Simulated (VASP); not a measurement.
Wanted: the native input for a VASP 6.6.1 run.

```yaml
Task: single point
Functional: PBE
Potentials_or_basis: VASP PAW PBE potentials, release 64 (Zn, O)
Cutoff: 520 eV
k_mesh: 8 × 8 × 8
Occupations: fermi-dirac, width 0.0612256 eV
Spin: no spin polarisation
Dipole_correction: no
Further_INCAR_settings: ALGO = Normal; EDIFF = 1e-07; NBANDS = 53
```

The structure of Zn2O3 lies in POSCAR:

```
Zn2O3
1.0
    4.9332421971      0.0000000000      0.0000000000
    0.0000000000      4.9332421971      0.0000000000
    0.0000000000      0.0000000000      4.9332421971
Zn O
4 6
Direct
    0.2500000000      0.2500000000      0.2500000000
    0.7500000000      0.7500000000      0.2500000000
    0.7500000000      0.2500000000      0.7500000000
    0.2500000000      0.7500000000      0.7500000000
    0.5000000000      0.0000000000      0.0000000000
    0.0000000000      0.5000000000      0.0000000000
    0.0000000000      0.0000000000      0.5000000000
    0.5000000000      0.5000000000      0.0000000000
    0.5000000000      0.0000000000      0.5000000000
    0.0000000000      0.5000000000      0.5000000000
```

The input as run:

INCAR

```
SYSTEM = Zn2O3
  PREC = Accurate
  ENCUT = 520
  EDIFF = 1E-7
  ISMEAR = -1
  SIGMA = 0.06122561905347299
  LREAL = .False.
  LASPH = .True.
  NELM = 100
  ALGO = Normal
  ISIF = 2
  LWAVE = .False.
  LCHARG = .False.
  GGA = PE
  NBANDS = 53
```

KPOINTS

```
regular mesh
0
Gamma
  8 8 8
  0 0 0
```

Potentials or basis: VASP PAW PBE potentials, release 64 (Zn, O).

Run with:

```bash
$ cat potpaw_PBE.64/Zn/POTCAR potpaw_PBE.64/O/POTCAR > POTCAR
$ mpirun -np 1 vasp_std > vasp.out
```

It gave:

The pressure is -6.1 GPa and the band gap on the k mesh is zero (band 42 reaches 1.42 eV, above the bottom of band 43 at 0.20 eV).

Run time: 4.5 min on 1 thread of Intel(R) Xeon(R) Platinum 8488C (Sapphire Rapids) (shared host), peak memory 0.33 GiB.
